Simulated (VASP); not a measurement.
# Ca (Fm-3m) in VASP: a series of runs, part 2 of 2

VASP 6.6.1.

## 3. Single point, LDA (volume scaled by 1.03)

File INCAR:

```
SYSTEM = Ca
PREC = Accurate
ENCUT = 520
EDIFF = 1E-6
ISMEAR = 0
SIGMA = 0.1
LREAL = .FALSE.
LASPH = .TRUE.
NELM = 100
ALGO = Normal
ISIF = 2
LWAVE = .FALSE.
LCHARG = .TRUE.
GGA = CA
LELF = .TRUE.
LVHAR = .TRUE.
NBANDS = 11
```

File KPOINTS:

```
regular mesh
0
G
  14 14 14
  0 0 0
```

File POSCAR:

```
Ca
1.0
    0.0000000000      2.6952291457      2.6952291457
    2.6952291457      0.0000000000      2.6952291457
    2.6952291457      2.6952291457      0.0000000000
Ca
1
Direct
    0.0000000000      0.0000000000      0.0000000000
```

Potentials or basis: VASP PAW LDA potentials, release 64 (Ca_sv).

Started as:

```sh
cat potpaw_LDA.64/Ca_sv/POTCAR > POTCAR
mpirun -np 1 vasp_std > vasp.out
```

OUTCAR:

```text
SYSTEM = Ca
   PREC = Accurate
   ENCUT = 520
   EDIFF = 1E-6
   ISMEAR = 0
   LREAL = .FALSE.
   LASPH = .TRUE.
   NELM = 100
   ISIF = 2
   GGA = CA

 ion  position               nearest neighbor table
   1  0.000  0.000  0.000-

  LATTYP: Found a face centered cubic cell.
 ALAT       =     5.3904582914

  Lattice vectors:

 A1 = (   0.0000000000,   2.6952291457,   2.6952291457)
 A2 = (   2.6952291457,   0.0000000000,   2.6952291457)
 A3 = (   2.6952291457,   2.6952291457,   0.0000000000)

Analysis of symmetry for initial positions (statically):
=====================================================================
 Subroutine PRICEL returns:
 Original cell was already a primitive cell.

 Routine SETGRP: Setting up the symmetry group for a
 face centered cubic supercell.

 Subroutine GETGRP returns: Found 48 space group operations
 (whereof 48 operations were pure point group operations)
 out of a pool of 48 trial point group operations.

The static configuration has the point symmetry O_h .

Analysis of symmetry for dynamics (positions and initial velocities):
=====================================================================
 Subroutine PRICEL returns:
 Original cell was already a primitive cell.

 Routine SETGRP: Setting up the symmetry group for a
 face centered cubic supercell.

 Subroutine GETGRP returns: Found 48 space group operations
 (whereof 48 operations were pure point group operations)
 out of a pool of 48 trial point group operations.

The dynamic configuration has the point symmetry O_h .

 Subroutine INISYM returns: Found 48 space group operations
 (whereof 48 operations are pure point group operations),
 and found     1 'primitive' translations

----------------------------------------------------------------------------------------

                                     Primitive cell

  volume of cell :      39.1577
[... 111 lines left out ...]
   LORBIT       =      0    0 simple, 1 ext, 2 COOP (PROOUT), +10 PAW based schemes
   GGA     = CA    functional components
   LHFCALC =     F    Hartree Fock is set to
   AEXX    =    0.0000 exact exchange contribution
   IVDW    =     0    specifies the selected vdW correction
   LEPSILON=     F    determine dielectric tensor
   LRPA    =     F    only Hartree local field effects (RPA)
 non-spin polarized calculation
 Gauss-broadening in eV      SIGMA  =   0.10
  energy-cutoff  :      520.00
  volume of cell :       39.16
 maximum number of plane-waves:      1067
   NGX = 15   NGY = 15   NGZ = 15

 number of electron      10.0000001 magnetization

 Free energy of the ion-electron system (eV)
  ---------------------------------------------------
  ext. energy  EPLUGINS =         0.00000000
  ---------------------------------------------------
  free energy    TOTEN  =        -2.20735300 eV

  energy without entropy =       -2.20031408  energy(sigma->0) =       -2.20383354

 E-fermi :   2.0915     XC(G=0):  -8.2095

 val. band max:        2.0883267888   @ k =  -0.3571   0.3571   0.0000
 cond. band min:       2.0915412228   @ k =   0.5000   0.0714   0.0000
 fundamental gap:      0.0032144340
 Fermi energy:         2.0915361320

 k-point     1 :       0.0000    0.0000    0.0000
  band No.  band energies     occupation
      1     -39.3103      2.00000
      2     -20.5068      2.00000
      3     -20.5068      2.00000
      4     -20.5068      2.00000
      5      -2.0664      2.00000
      6       4.3937      0.00000
      7       4.3937      0.00000
      8       4.3937      0.00000
      9       5.5587      0.00000
     10       5.5587      0.00000
     11      11.6174      0.00000
[... 309 lines left out ...]
 k-point    24 :       0.2857    0.1429    0.0000
  band No.  band energies     occupation
      1     -39.2980      2.00000
      2     -20.6014      2.00000
      3     -20.5327      2.00000
      4     -20.5307      2.00000
      5      -0.7764      2.00000
      6       3.3998      0.00000
      7       4.3764      0.00000
      8       4.7452      0.00000
      9       5.2155      0.00000
     10       5.8888      0.00000
     11      10.2956      0.00000

 [... further k-points ...]

------------------------ aborting loop because EDIFF is reached ----------------------------------------

  FORCE on cell =-STRESS in cart. coord.  units (eV):
  Direction    XX          YY          ZZ          XY          YZ          ZX
  --------------------------------------------------------------------------------------
  -------------------------------------------------------------------------------------
  Total       -0.1370550     -0.1370550     -0.1370550      0.0000000      0.0000000     -0.0000000
  in kB       -5.6077483     -5.6077483     -5.6077483      0.0000000      0.0000000     -0.0000000
  external PRESSURE =      -5.6077483 kB  Pullay stress =       0.0000000 kB

 VOLUME and BASIS-vectors are now :
 -----------------------------------------------------------------------------
  energy-cutoff  :      520.00
  volume of cell :       39.16
      direct lattice vectors                 reciprocal lattice vectors
     0.000000000  2.695229146  2.695229146    -0.185512983  0.185512983  0.185512983
     2.695229146  0.000000000  2.695229146     0.185512983 -0.185512983  0.185512983
     2.695229146  2.695229146  0.000000000     0.185512983  0.185512983 -0.185512983

 POSITION                                       TOTAL-FORCE (eV/Angst)
 -----------------------------------------------------------------------------------
      0.00000      0.00000      0.00000        -0.000000     -0.000000     -0.000000
 -----------------------------------------------------------------------------------
    total drift:                               -0.000000     -0.000000     -0.000000

  FREE ENERGIE OF THE ION-ELECTRON SYSTEM (eV)
  ---------------------------------------------------
  free  energy   TOTEN  =        -2.2073529958 eV

  energy  without entropy=       -2.2003140808  energy(sigma->0) =       -2.20383354
```

OSZICAR:

```text
N       E                     dE             d eps       ncg     rms          rms(c)
DAV:   1     0.680663034796E+02    0.68066E+02   -0.50957E+03  2288   0.833E+02
DAV:   2    -0.625214348638E+00   -0.68692E+02   -0.68037E+02  2498   0.212E+02
DAV:   3    -0.214118553548E+01   -0.15160E+01   -0.14930E+01  3300   0.313E+01
DAV:   4    -0.222570105982E+01   -0.84516E-01   -0.84193E-01  2999   0.557E+00
DAV:   5    -0.222743399858E+01   -0.17329E-02   -0.17327E-02  3146   0.650E-01    0.224E+00
DAV:   6    -0.221266248866E+01    0.14772E-01   -0.14071E-02  2821   0.127E+00    0.136E+00
DAV:   7    -0.220783504344E+01    0.48274E-02   -0.18595E-02  2776   0.157E+00    0.103E-01
DAV:   8    -0.220735256973E+01    0.48247E-03   -0.21035E-03  2725   0.433E-01    0.214E-02
DAV:   9    -0.220735255532E+01    0.14413E-07   -0.69399E-05  2825   0.772E-02    0.934E-03
DAV:  10    -0.220735299580E+01   -0.44049E-06   -0.61651E-06  3421   0.158E-02
   1 F= -.22073530E+01 E0= -.22038335E+01  d E =-.703892E-02
```

stdout:

```text
POSCAR found type information on POSCAR Ca
 POSCAR found :  1 types and       1 ions
 scaLAPACK will be used
 LDA part: xc-table for (Slater(with rela. corr.)+CA(PZ))
 , standard interpolation
 POSCAR, INCAR and KPOINTS ok, starting setup
 FFT: planning ... GRIDC
 FFT: planning ... GRID_SOFT
 FFT: planning ... GRID
 WAVECAR not read
 entering main loop
```

It took 16 s on 1 thread of Intel Xeon Platinum 8559C (Emerald Rapids), shared host; peak memory 0.16 GiB.

What came out:

| Item | Value |
| --- | --- |
| Free energy | -2.2074 eV |
| Pressure | -0.6 GPa |
| Band gap on the k mesh | zero (band 5 reaches 2.18 eV, above the bottom of band 6 at 2.05 eV) |

Levels at points of the mesh, in eV from the Fermi level:
```
           k point  band 3  band 4  band 5  band 6  band 7  band 8
(0.00, 0.00, 0.00)  -22.60  -22.60   -4.16    2.30    2.30    2.30
(0.50, 0.00, 0.00)  -22.62  -22.62   -1.08   -0.04    2.19    2.19
(0.50, 0.50, 0.00)  -22.67  -22.67   -0.57    0.44    1.14    4.22
```

Caveat: the cell differs from its parent crystal (volume scaled by 1.03).

## 4. Single point, LDA (volume scaled by 1.06)

File INCAR:

```
PREC = Accurate ; ENCUT = 520
EDIFF = 1E-6 ; ISMEAR = 0
SIGMA = 0.1 ; LREAL = False
LASPH = True ; NELM = 60
ALGO = Normal ; ISIF = 2
LWAVE = False ; LCHARG = True
GGA = CA ; LELF = True
LVHAR = True ; NBANDS = 11
```

File KPOINTS:

```
regular mesh
0
Gamma
  14 14 14
```

File POSCAR:

```
Ca
1.0
    0.0000000000      2.7211464005      2.7211464005
    2.7211464005      0.0000000000      2.7211464005
    2.7211464005      2.7211464005      0.0000000000
Ca
1
Direct
    0.0000000000      0.0000000000      0.0000000000
```

Started as:

```sh
cat potpaw_LDA.64/Ca_sv/POTCAR > POTCAR
mpirun -np 1 vasp_std > vasp.out
```

Wall time 20 s (1 thread of Intel Xeon Platinum 8559C (Emerald Rapids), shared host); peak memory 0.17 GiB.

It converged, with:

```yaml
Free_energy: -2.2019 eV
Pressure: -1.0 GPa
Band_gap_on_the_k_mesh: zero (band 5 reaches 2.08 eV, above the bottom of band 6 at 1.90 eV)
```

Levels at points of the mesh, in eV from the Fermi level:
```tsv
k point	band 2	band 3	band 4	band 5	band 6	band 7	band 8	band 9
(0.00, 0.00, 0.00)	-22.67	-22.67	-22.67	-4.11	2.27	2.27	2.27	3.39
(0.50, 0.00, 0.00)	-22.84	-22.69	-22.69	-1.06	-0.07	2.16	2.16	4.12
(0.50, 0.50, 0.00)	-22.83	-22.73	-22.73	-0.54	0.46	1.09	4.11	4.31
```

Caveat: the cell differs from its parent crystal (volume scaled by 1.06).

## 5. Single point, LDA (volume scaled by 1.09)

File INCAR:

```
PREC = Accurate
ENCUT = 520
EDIFF = 1E-7
ISMEAR = 0
SIGMA = 0.1
LREAL = F
LASPH = T
NELM = 60
ALGO = Normal
ISIF = 2
LWAVE = F
LCHARG = T
LELF = T
LVHAR = T
NBANDS = 11
```

KPOINTS is that of step 4.

File POSCAR:

```
Ca
1.0
    0.0000000000      2.7465791493      2.7465791493
    2.7465791493      0.0000000000      2.7465791493
    2.7465791493      2.7465791493      0.0000000000
Ca
1
Direct
    0.0000000000      0.0000000000      0.0000000000
```

Started as:

```sh
cat potpaw_LDA.64/Ca_sv/POTCAR > POTCAR
mpirun -np 1 vasp_std > vasp.out
```

It took 22 s on 1 thread of Intel Xeon Platinum 8559C (Emerald Rapids), shared host; peak memory 0.18 GiB.

The run converged. Its results:

```yaml
Free_energy: -2.1933 eV
Pressure: -1.4 GPa
Band_gap_on_the_k_mesh: zero (band 5 reaches 1.98 eV, above the bottom of band 6 at 1.77 eV)
```

Levels at points of the mesh, in eV from the Fermi level:
```
           k point  band 2  band 3  band 4  band 5  band 6  band 7  band 8  band 9
(0.00, 0.00, 0.00)  -22.73  -22.73  -22.73   -4.05    2.23    2.23    2.23    3.32
(0.50, 0.00, 0.00)  -22.89  -22.76  -22.76   -1.05   -0.09    2.12    2.12    4.02
(0.50, 0.50, 0.00)  -22.88  -22.79  -22.79   -0.51    0.48    1.03    4.02    4.21
```

Caveat: the cell differs from its parent crystal (volume scaled by 1.09).

## 6. Relaxation of cell and atoms, LDA

File INCAR:

```
SYSTEM = Ca
ALGO = Normal ; EDIFF = 1E-6
EDIFFG = -0.002 ; ENCUT = 600
IBRION = 2 ; ISIF = 3
ISMEAR = 0 ; LASPH = .TRUE.
LCHARG = .FALSE. ; LREAL = .FALSE.
LWAVE = .FALSE. ; NELM = 100
NSW = 100 ; PREC = Accurate
SIGMA = 0.1
```

File KPOINTS:

```
k-points
0
G
  14 14 14
  0 0 0
```

File POSCAR:

```
Ca
1.0
    0.0000000000      2.6688036288      2.6688036288
    2.6688036288      0.0000000000      2.6688036288
    2.6688036288      2.6688036288      0.0000000000
Ca
1
Direct
    0.0000000000      0.0000000000      0.0000000000
```

Potentials or basis: VASP PAW LDA potentials, release 64 (Ca_sv).

Started as:

```sh
cat potpaw_LDA.64/Ca_sv/POTCAR > POTCAR
mpirun -np 1 vasp_std > vasp.out
```

Run time: 16 s. Hardware: 1 thread of Intel Xeon Platinum 8559C (Emerald Rapids), shared host; peak memory 0.17 GiB.

It converged, with:

| Quantity | Value |
| --- | --- |
| Free energy | -2.2092 eV |
| Pressure after relaxing | 0.0 GPa |
| Band gap on the k mesh | zero (band 5 reaches 2.29 eV, above the bottom of band 6 at 2.19 eV) |

Final structure:
```
CELL_PARAMETERS angstrom
0.00000 2.66880 2.66880
2.66880 0.00000 2.66880
2.66880 2.66880 0.00000
ATOMIC_POSITIONS crystal
Ca 0.00000 0.00000 0.00000
```

Levels at points of the mesh, in eV from the Fermi level:
```tsv
k point	band 3	band 4	band 5	band 6	band 7	band 8
(0.00, 0.00, 0.00)	-22.53	-22.53	-4.21	2.34	2.34	2.34
(0.50, 0.00, 0.00)	-22.56	-22.56	-1.09	-0.01	2.22	2.22
(0.50, 0.50, 0.00)	-22.60	-22.60	-0.61	0.42	1.20	4.32
```

Caveat: the relaxation stopped at its first step, so nothing moved.

## 7. Relaxation of cell and atoms, LDA

This run uses another cell than the first one, of 43.93 Å³/atom, 1.155 times its volume.

File INCAR:

```
SYSTEM = Ca
  PREC = Accurate
  ENCUT = 600
  EDIFF = 1E-6
  ISMEAR = 0
  SIGMA = 0.1
  LREAL = .False.
  LASPH = .True.
  NELM = 100
  ALGO = Normal
  ISIF = 3
  LWAVE = .False.
  LCHARG = .False.
  GGA = CA
  IBRION = 2
  NSW = 100
  EDIFFG = -0.002
```

File KPOINTS:

```
Automatic mesh
0
Gamma
  14 14 14
  0 0 0
```

File POSCAR:

```
Ca
1.0
    0.0000000000      2.8005000000      2.8005000000
    2.8005000000      0.0000000000      2.8005000000
    2.8005000000      2.8005000000      0.0000000000
Ca
1
Direct
    0.0000000000      0.0000000000      0.0000000000
```

Started as:

```sh
cat potpaw_LDA.64/Ca_sv/POTCAR > POTCAR
mpirun -np 1 vasp_std > vasp.out
```

It took 43 s on 1 thread of Intel Xeon Platinum 8559C (Emerald Rapids), shared host; peak memory 0.2 GiB.

Results (log left out):

| Item | Value |
| --- | --- |
| Free energy | -2.2095 eV |
| Relaxed volume | 38.05 Å³/atom |
| Relaxed cell | a = 3.775 Å, b = 3.775 Å, c = 3.775 Å, α = 60.00°, β = 60.00°, γ = 60.00° |
| Space group after relaxing (to 0.05 Å) | Fm-3m (No. 225) |
| Energy gained by relaxing | 44.3 meV/atom |
| Ionic steps | 4 |
| Pressure after relaxing | 0.0 GPa |
| Band gap on the k mesh | zero (band 5 reaches 2.29 eV, above the bottom of band 6 at 2.19 eV) |

The path:
```tsv
step	energy change (eV)	largest force (eV/Å)	pressure (GPa)	volume (Å³)
1	0.0000	0.0000	-2.21	43.93
2	-0.0377	0.0000	-0.96	40.19
3	-0.0443	0.0000	-0.07	38.19
4	-0.0443	0.0000	0.00	38.05
```

Final structure:
```
CELL_PARAMETERS angstrom
0.00000 2.66967 2.66967
2.66967 0.00000 2.66967
2.66967 2.66967 0.00000
ATOMIC_POSITIONS crystal
Ca 0.00000 0.00000 0.00000
```

Levels at points of the mesh, in eV from the Fermi level:
| k point | band 3 | band 4 | band 5 | band 6 | band 7 | band 8 |
| --- | --- | --- | --- | --- | --- | --- |
| (0.00, 0.00, 0.00) | -22.53 | -22.53 | -4.21 | 2.34 | 2.34 | 2.34 |
| (0.50, 0.00, 0.00) | -22.56 | -22.56 | -1.09 | -0.02 | 2.21 | 2.21 |
| (0.50, 0.50, 0.00) | -22.61 | -22.61 | -0.61 | 0.42 | 1.20 | 4.32 |

Caveat: the volume moved by -13 % from the deposited cell, more than functionals usually miss.

## 8. The runs side by side

```csv
task,cell,cutoff (eV),gap on the mesh (eV),pressure (GPa)
single point,"a = 3.774 Å, angles 60.0°, 1 atom",520,none,0.0
single point,"a = 3.812 Å, angles 60.0°, 1 atom",520,none,-0.6
single point,"a = 3.848 Å, angles 60.0°, 1 atom",520,none,-1.0
single point,"a = 3.884 Å, angles 60.0°, 1 atom",520,none,-1.4
relaxation of cell and atoms,"relaxed from a = 3.774 Å, angles 60.0°, 1 atom",600,none,0.0
relaxation of cell and atoms,"relaxed from a = 3.961 Å, angles 60.0°, 1 atom",600,none,0.0
```

Alike in all rows: level LDA; potentials or basis VASP PAW LDA potentials, release 64 (Ca_sv); no spin polarisation; k mesh 14 × 14 × 14; smearing gaussian 0.1 eV.

Caveats: the relaxation stopped at its first step, so nothing moved (some runs); the volume moved by -13 % from the deposited cell, more than functionals usually miss (some runs).

Absolute energies hang on the potentials; compare differences alone.
